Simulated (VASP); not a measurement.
# BP (I-4m2) in VASP: notebook

BP is run at these levels: PBE; tasks: single point.

All numbers are computed with VASP 6.6.1; they aren't measurements. Logs are shortened: lines on timing, memory, paths and dates and some standing lists are left out, and cuts for length are marked.

## Step 1: The cell of the first run

Symmetry: I-4m2, No. 119, tetragonal system. Conventional cell: a = 3.177 Å, b = 3.177 Å, c = 4.538 Å, α = 90.00°, β = 90.00°, γ = 90.00°. Within 2.6 Å of B (site symmetry -4m2) lie 4 P at 1.95 Å. P (site symmetry -4m2) has 4 B at 1.95 Å within 2.6 Å.

## Step 2: Single point, PBE (equal xx and yy strain of -1 %)

The input, INCAR:

```
SYSTEM = BP
PREC = Accurate
ENCUT = 520
EDIFF = 1E-6
ISMEAR = -1
SIGMA = 0.05
LREAL = .FALSE.
LASPH = .TRUE.
NELM = 80
ALGO = Normal
ISIF = 2
LWAVE = .FALSE.
LCHARG = .FALSE.
GGA = PE
NBANDS = 11
```

The input, KPOINTS:

```
Automatic mesh
0
G
  15 15 15
  0 0 0
```

The input, POSCAR:

```
BP
1.0
    0.0000000000      2.2463100000      2.2690000000
    2.2463100000      0.0000000000      2.2690000000
    2.2463100000      2.2463100000      0.0000000000
B P
1 1
Direct
    0.0000000000      0.0000000000      0.0000000000
    0.7500000000      0.7500000000      0.7500000000
```

Potentials or basis: VASP PAW PBE potentials, release 64 (B, P).

On the command line:

```console
$ cat potpaw_PBE.64/B/POTCAR potpaw_PBE.64/P/POTCAR > POTCAR
$ mpirun -np 1 vasp_std > vasp.out
```

OUTCAR:

```text
SYSTEM = BP
   PREC = Accurate
   ENCUT = 520
   EDIFF = 1E-6
   ISMEAR = -1
   LREAL = .FALSE.
   LASPH = .TRUE.
   NELM = 80
   ISIF = 2
   GGA = PE

 ion  position               nearest neighbor table
   1  0.000  0.000  0.000-   2 1.95   2 1.95   2 1.95   2 1.95
   2  0.750  0.750  0.750-   1 1.95   1 1.95   1 1.95   1 1.95

  LATTYP: Found a body centered tetragonal cell.
 ALAT       =     3.1767620673
 C/A-ratio  =     1.4284985479

  Lattice vectors:

 A1 = (  -2.2463100000,   0.0000000000,   2.2690000000)
 A2 = (   2.2463100000,   0.0000000000,   2.2690000000)
 A3 = (   0.0000000000,   2.2463100000,  -2.2690000000)

Analysis of symmetry for initial positions (statically):
=====================================================================
 Subroutine PRICEL returns:
 Original cell was already a primitive cell.

 Routine SETGRP: Setting up the symmetry group for a
 body centered tetragonal supercell.

 Subroutine GETGRP returns: Found  8 space group operations
 (whereof  8 operations were pure point group operations)
 out of a pool of 16 trial point group operations.

The static configuration has the point symmetry D_2d.

Analysis of symmetry for dynamics (positions and initial velocities):
=====================================================================
 Subroutine PRICEL returns:
 Original cell was already a primitive cell.

 Routine SETGRP: Setting up the symmetry group for a
 body centered tetragonal supercell.

 Subroutine GETGRP returns: Found  8 space group operations
 (whereof  8 operations were pure point group operations)
 out of a pool of 16 trial point group operations.

The dynamic configuration has the point symmetry D_2d.

 Subroutine INISYM returns: Found  8 space group operations
 (whereof  8 operations are pure point group operations),
 and found     1 'primitive' translations

----------------------------------------------------------------------------------------

                                     Primitive cell

  volume of cell :      22.8983

  direct lattice vectors                    reciprocal lattice vectors
     0.000000000  2.246310000  2.269000000    -0.222587265  0.222587265  0.220361393
     2.246310000  0.000000000  2.269000000     0.222587265 -0.222587265  0.220361393
     2.246310000  2.246310000  0.000000000     0.222587265  0.222587265 -0.220361393

  length of vectors
     3.192846632  3.192846632  3.176762067     0.384251643  0.384251643  0.384251643

  position of ions in fractional coordinates (direct lattice)
     0.000000000  0.000000000  0.000000000
     0.750000000  0.750000000  0.750000000

  ion indices of the primitive-cell ions
   primitive index   ion index
                 1           1
                 2           2

----------------------------------------------------------------------------------------

 KPOINTS: Automatic mesh

Automatic generation of k-mesh.
 Grid dimensions read from file:
 generate k-points for:   15   15   15

 Generating k-lattice:

  Cartesian coordinates                     Fractional coordinates (reciprocal lattice)
    -0.014839151  0.014839151  0.014690760     0.066666667  0.000000000  0.000000000
     0.014839151 -0.014839151  0.014690760     0.000000000  0.066666667  0.000000000
     0.014839151  0.014839151 -0.014690760    -0.000000000 -0.000000000  0.066666667

  Length of vectors
     0.025616776  0.025616776  0.025616776

  Shift w.r.t. Gamma in fractional coordinates (k-lattice)
     0.000000000  0.000000000  0.000000000

 Subroutine IBZKPT returns following result:
 ===========================================

 Found    288 irreducible k-points:

 Following reciprocal coordinates:
            Coordinates               Weight
  0.000000  0.000000  0.000000      1.000000
  0.066667  0.000000  0.000000      8.000000
  0.133333  0.000000  0.000000      8.000000
  0.200000  0.000000  0.000000      8.000000
  0.266667  0.000000  0.000000      8.000000
  0.333333  0.000000  0.000000      8.000000
[... 16 lines left out ...]
  0.133333  0.133333  0.000000      2.000000
  0.200000  0.133333  0.000000      8.000000
 [... further k-points ...]
   k-points           NKPTS =    288   k-points in BZ     NKDIM =    288   number of bands    NBANDS=     11
   number of dos      NEDOS =    301   number of ions     NIONS =      2
   total plane-waves  NPLWV =  13824
   dimension x,y,z NGX =    24 NGY =   24 NGZ =   24
   dimension x,y,z NGXF=    48 NGYF=   48 NGZF=   48
   ions per type =               1   1
   NGX,Y,Z   is equivalent  to a cutoff of  12.50, 12.50, 12.56 a.u.
   NGXF,Y,Z  is equivalent  to a cutoff of  24.99, 24.99, 25.12 a.u.
 SYSTEM =  BP
   PREC   = accura    normal or accurate (medium, high low for compatibility)
   ISTART =      0    job   : 0-new  1-cont  2-samecut
   ICHARG =      2    charge: 1-file 2-atom 10-const
   ISPIN  =      1    spin polarized calculation?
   LNONCOLLINEAR =      F non collinear calculations
   LSORBIT =      F    spin-orbit coupling
   LASPH  =      T    aspherical Exc in radial PAW
   ENCUT  =  520.0 eV  38.22 Ry    6.18 a.u.   5.94  5.94  5.91*2*pi/ulx,y,z
   NELM   =     80;   NELMIN=  2; NELMDL= -5     # of ELM steps
   EDIFF  = 0.1E-05   stopping-criterion for ELM
   LREAL  =      F    real-space projection
   EDIFFG = 0.1E-04   stopping-criterion for IOM
   NSW    =      0    number of steps for IOM
   IBRION =     -1    ionic relax: 0-MD 1-quasi-New 2-CG
   NFREE  =      0    steps in history (QN), initial steepest desc. (CG)
   ISIF   =      2    stress and relaxation
   ISYM   =      2    0-nonsym 1-usesym 2-fastsym
   POTIM  = 0.5000    time-step for ionic-motion
   TEBEG  =    0.0;   TEEND  =   0.0 temperature during run
   PSTRESS=    0.0 pullay stress
   NELECT =       8.0000    total number of electrons
   NUPDOWN=      -1.0000    fix difference up-down
   EMIN   =  10.00;   EMAX   =-10.00  energy-range for DOS
   EFERMI =   0.00;   METHOD = LEGACY
   ISMEAR =    -1;   SIGMA  =   0.05  broadening in eV -4-tet -1-fermi 0-gaus
   EFERMI_NEDOS =   21; number of points for ismear=-14 and -15
   IALGO  =     38    algorithm
   IMIX   =      4    mixing-type and parameters
     AMIX     =   0.40;   BMIX     =  1.00
     AMIX_MAG =   1.60;   BMIX_MAG =  1.00
  volume/ion in A,a.u.               =      11.45        77.26
  Fermi-wavevector in a.u.,A,eV,Ry     =   1.153020  2.178892 18.088337  1.329455
  Thomas-Fermi vector in A             =   2.289667
   LORBIT       =      0    0 simple, 1 ext, 2 COOP (PROOUT), +10 PAW based schemes
   GGA     = PE    functional components
   LHFCALC =     F    Hartree Fock is set to
   AEXX    =    0.0000 exact exchange contribution
   IVDW    =     0    specifies the selected vdW correction
   LEPSILON=     F    determine dielectric tensor
   LRPA    =     F    only Hartree local field effects (RPA)
 non-spin polarized calculation
  energy-cutoff  :      520.00
  volume of cell :       22.90
 maximum number of plane-waves:       628
   NGX = 11   NGY = 11   NGZ = 11

 number of electron       8.0000001 magnetization

 Free energy of the ion-electron system (eV)
  ---------------------------------------------------
  ext. energy  EPLUGINS =         0.00000000
  ---------------------------------------------------
  free energy    TOTEN  =       -12.92172618 eV

  energy without entropy =      -12.92172614  energy(sigma->0) =      -12.92172616

 E-fermi :   8.2589     XC(G=0): -10.9942

 val. band max:        7.7059014563   @ k =   0.0000   0.0000   0.0000
 cond. band min:       8.8412003790   @ k =   0.4000   0.0000   0.4000
 fundamental gap:      1.1352989227
 Fermi energy:         8.2589052014

 k-point     1 :       0.0000    0.0000    0.0000
  band No.  band energies     occupation
      1      -7.9686      2.00000
      2       7.6053      2.00000
      3       7.7059      1.99997
      4       7.7059      1.99997
      5      11.0853      0.00000
      6      11.0853      0.00000
      7      11.1415      0.00000
      8      15.3529      0.00000
      9      19.3224      0.00000
     10      19.7218      0.00000
     11      19.9937      0.00000

 k-point     2 :       0.0667    0.0000    0.0000
  band No.  band energies     occupation
      1      -7.8871      2.00000
      2       7.0101      2.00000
      3       7.4960      2.00000
      4       7.5627      2.00000
      5      11.2863      0.00000
      6      11.3036      0.00000
      7      11.3908      0.00000
      8      15.5815      0.00000
      9      19.3570      0.00000
     10      19.5947      0.00000
     11      19.6057      0.00000

 k-point     3 :       0.1333    0.0000    0.0000
  band No.  band energies     occupation
      1      -7.6436      2.00000
      2       5.6018      2.00000
      3       7.1505      2.00000
      4       7.2293      2.00000
      5      11.6711      0.00000
      6      11.7575      0.00000
      7      11.8065      0.00000
      8      16.1983      0.00000
      9      18.7662      0.00000
     10      18.9644      0.00000
     11      20.2641      0.00000

 k-point     4 :       0.2000    0.0000    0.0000
  band No.  band energies     occupation
      1      -7.2426      2.00000
      2       3.9844      2.00000
      3       6.7590      2.00000
      4       6.8510      2.00000
      5      11.7822      0.00000
      6      12.2467      0.00000
      7      12.2564      0.00000
      8      16.9661      0.00000
      9      18.4878      0.00000
     10      18.6174      0.00000
     11      20.7738      0.00000
[... 239 lines left out ...]
 k-point    22 :      -0.0667    0.0667    0.0000
  band No.  band energies     occupation
      1      -7.7501      2.00000
      2       6.4327      2.00000
      3       6.7506      2.00000
      4       7.6007      2.00000
      5      11.3020      0.00000
      6      11.5358      0.00000
      7      11.9854      0.00000
      8      15.8651      0.00000
      9      18.7640      0.00000
     10      19.5035      0.00000
     11      20.0200      0.00000

 k-point    23 :       0.1333    0.1333    0.0000
  band No.  band energies     occupation
      1      -7.5406      2.00000
      2       6.2907      2.00000
      3       6.3986      2.00000
      4       6.3986      2.00000
      5      10.4524      0.00000
      6      12.8801      0.00000
      7      12.8801      0.00000
      8      15.3350      0.00000
      9      18.0442      0.00000
     10      20.4545      0.00000
     11      20.6590      0.00000

 k-point    24 :       0.2000    0.1333    0.0000
  band No.  band energies     occupation
      1      -7.2481      2.00000
      2       5.0274      2.00000
      3       5.9735      2.00000
      4       6.2610      2.00000
      5      10.4626      0.00000
      6      13.3914      0.00000
      7      13.5420      0.00000
      8      14.8306      0.00000
      9      18.4955      0.00000
     10      20.4620      0.00000
     11      21.3837      0.00000

 [... further k-points ...]
[... 5 lines left out ...]
  --------------------------------------------------------------------------------------
  -------------------------------------------------------------------------------------
  Total        0.7522485      0.7522485      0.3552736      0.0000000     -0.0000000     -0.0000000
  in kB       52.6342034     52.6342034     24.8581956      0.0000000     -0.0000000     -0.0000000
  external PRESSURE =      43.3755341 kB  Pullay stress =       0.0000000 kB

 VOLUME and BASIS-vectors are now :
 -----------------------------------------------------------------------------
  energy-cutoff  :      520.00
  volume of cell :       22.90
      direct lattice vectors                 reciprocal lattice vectors
     0.000000000  2.246310000  2.269000000    -0.222587265  0.222587265  0.220361393
     2.246310000  0.000000000  2.269000000     0.222587265 -0.222587265  0.220361393
     2.246310000  2.246310000  0.000000000     0.222587265  0.222587265 -0.220361393

 POSITION                                       TOTAL-FORCE (eV/Angst)
 -----------------------------------------------------------------------------------
      0.00000      0.00000      0.00000         0.000000      0.000000      0.000000
      3.36946      3.36946      3.40350        -0.000000     -0.000000     -0.000000
 -----------------------------------------------------------------------------------
    total drift:                               -0.000000     -0.000000     -0.000000

  FREE ENERGIE OF THE ION-ELECTRON SYSTEM (eV)
  ---------------------------------------------------
  free  energy   TOTEN  =       -12.9217261847 eV

  energy  without entropy=      -12.9217261410  energy(sigma->0) =      -12.92172616
```

Run time: 26 s. Hardware: 1 thread of Intel Xeon 6975P-C, shared host; peak memory 0.19 GiB.

What came out:

| Item | Value |
| --- | --- |
| Free energy | -12.9217 eV |
| Pressure | 4.3 GPa |
| Band gap on the k mesh | 1.14 eV, indirect (least direct gap 3.38 eV) |

Caveat: the cell differs from its parent crystal (equal xx and yy strain of -1 %). A k mesh can miss the band edges.

## Step 3: Single point, PBE (zz strain of -1 %)

The input, INCAR:

```
PREC = Accurate
ENCUT = 520
EDIFF = 1E-7
ISMEAR = -1
SIGMA = 0.05
LREAL = False
LASPH = True
NELM = 100
ALGO = Normal
ISIF = 2
LWAVE = False
LCHARG = True
GGA = PE
LELF = True
LVHAR = True
NBANDS = 11
```

The input, KPOINTS:

```
regular mesh
0
Gamma
  15 15 15
```

The input, POSCAR:

```
BP
1.0
    0.0000000000      2.2690000000      2.2463100000
    2.2690000000      0.0000000000      2.2463100000
    2.2690000000      2.2690000000      0.0000000000
B P
1 1
Direct
    0.0000000000      0.0000000000      0.0000000000
    0.7500000000      0.7500000000      0.7500000000
```

Potentials or basis: VASP PAW PBE potentials, release 64 (B, P).

On the command line:

```console
$ cat potpaw_PBE.64/B/POTCAR potpaw_PBE.64/P/POTCAR > POTCAR
$ mpirun -np 1 vasp_std > vasp.out
```

Run time: 33 s. Hardware: 1 thread of Intel Xeon 6975P-C, shared host; peak memory 0.19 GiB.

It converged, with:

| Property | Result |
| --- | --- |
| Free energy | -12.9269 eV |
| Pressure | 2.6 GPa |
| Band gap on the k mesh | 1.07 eV, indirect (least direct gap 3.31 eV) |

Stress tensor (GPa, compression positive):
```
1.70 0.00 0.00
0.00 1.70 0.00
0.00 0.00 4.38
```

Levels at points of the mesh, in eV from the valence-band top:
| k point | band 2 | band 3 | band 4 | band 5 | band 6 | band 7 |
| --- | --- | --- | --- | --- | --- | --- |
| (0.00, 0.00, 0.00) | -0.10 | -0.10 | 0.00 | 3.31 | 3.37 | 3.37 |

Caveat: the cell differs from its parent crystal (zz strain of -1 %).
